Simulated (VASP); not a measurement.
Set up this calculation in VASP 6.6.1, as the native input.

| Quantity | Value |
| --- | --- |
| Task | single point |
| Functional | PBE |
| Potentials or basis | VASP PAW PBE potentials, release 64 (Mg, B) |
| Cutoff | 520 eV |
| k mesh | 6 × 6 × 6 |
| Occupations | gaussian, width 0.1 eV |
| Spin | no spin polarisation |
| Dipole correction | no |
| Further INCAR settings | ALGO = Normal; EDIFF = 1e-06; NBANDS = 11 |

The structure of MgB2 lies in POSCAR:

```
MgB2
1.0
    1.4066681167      0.8121402158      4.2484975563
   -1.4066681167      0.8121402158      4.2484975563
    0.0000000000     -1.6242804317      4.2484975563
Mg B
1 2
Direct
    0.0000000000      0.0000000000      0.0000000000
    0.7500000000      0.7500000000      0.7500000000
    0.2500000000      0.2500000000      0.2500000000
```

The input as run:

INCAR

```
ALGO = Normal
EDIFF = 1E-6
ENCUT = 520
GGA = PE
ISIF = 2
ISMEAR = 0
LASPH = True
LCHARG = True
LELF = True
LREAL = False
LVHAR = True
LWAVE = False
NBANDS = 11
NELM = 60
PREC = Accurate
SIGMA = 0.1
```

KPOINTS

```
k-points
0
Gamma
  6 6 6
```

Potentials or basis: VASP PAW PBE potentials, release 64 (Mg, B).

Launch:

```sh
$ cat potpaw_PBE.64/Mg/POTCAR potpaw_PBE.64/B/POTCAR > POTCAR
$ mpirun -np 1 vasp_std > vasp.out
```

It gave:

The pressure is 72.5 GPa. The largest force is 7.984 eV/Å. The band gap on the k mesh is zero (band 4 reaches 8.65 eV, above the bottom of band 5 at 3.47 eV).

Caveat: the k points lie up to 0.44 Å⁻¹ apart; forces of over 1 eV/Å act on the atoms, so gaps and moduli don't describe the material at rest.

It took 20 s on 1 thread of Intel(R) Xeon(R) 6975P-C (Granite Rapids), on a shared host, peak memory 0.2 GiB.
